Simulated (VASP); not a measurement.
Write the native input for VASP 6.6.1 that does the following.

* Task: single point
* Functional: PBE
* Potentials or basis: VASP PAW PBE potentials, release 64 (Ag)
* Cutoff: 520 eV
* k mesh: 16 × 16 × 16
* Occupations: fermi-dirac, width 0.05 eV
* Spin: no spin polarisation
* Dipole correction: no
* Further INCAR settings: ALGO = Normal; EDIFF = 1e-06; NBANDS = 12

The structure of Ag lies in POSCAR:

```
Ag
1.0
    0.0000000000      2.0884433052      2.0884433052
    2.0884433052      0.0000000000      2.0884433052
    2.0884433052      2.0884433052      0.0000000000
Ag
1
Direct
    0.0000000000      0.0000000000      0.0000000000
```

These files were run (other wordings do the same):

INCAR

```
PREC = Accurate
ENCUT = 520
EDIFF = 1E-6
ISMEAR = -1
SIGMA = 0.05
LREAL = False
LASPH = True
NELM = 60
ALGO = Normal
ISIF = 2
LWAVE = False
LCHARG = False
GGA = PE
NBANDS = 12
```

KPOINTS

```
regular mesh
0
Gamma
  16 16 16
```

Potentials or basis: VASP PAW PBE potentials, release 64 (Ag).

Run with:

```sh
$ cat potpaw_PBE.64/Ag/POTCAR > POTCAR
$ mpirun -np 1 vasp_std > vasp.out
```

It gave:

- Pressure: -1.9 GPa

Wall time 14 s on 1 thread of Intel(R) Xeon(R) Platinum 8488C (Sapphire Rapids), with other jobs on the host, peak memory 0.16 GiB.
